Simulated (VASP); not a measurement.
Ti, 1 atom in the cell. The structure is cubic, space group Pm-3m (No. 221). Conventional cell: a = 1.879 Å, b = 1.879 Å, c = 1.879 Å, α = 90.00°, β = 90.00°, γ = 90.00°. Within 2.5 Å of Ti (site symmetry m-3m) lie 6 Ti at 1.88 Å.  This cell differs from its parent crystal: volume scaled by 0.4.

* Program: VASP 6.6.1
* Task: single point
* Functional: LDA
* Potentials or basis: VASP PAW LDA potentials, release 64 (Ti_sv)
* Cutoff: 520 eV
* k mesh: 15 × 15 × 15
* Occupations: fermi-dirac, width 0.05 eV
* Spin: no spin polarisation
* Dipole correction: no
* Further INCAR settings: ALGO = Normal; EDIFF = 1e-06; NBANDS = 12

Potentials or basis: VASP PAW LDA potentials, release 64 (Ti_sv).

Launch:

```sh
$ cat potpaw_LDA.64/Ti_sv/POTCAR > POTCAR
$ mpirun -np 1 vasp_std > vasp.out
```

Hardware: 1 thread of Intel Xeon 6975P-C, on a shared host.

Estimate the wall time of this run.

Wall time 4.4 s on 1 thread of Intel Xeon 6975P-C, with other jobs on the host, peak memory 0.11 GiB. Counts: scf iterations 13, k points 120.
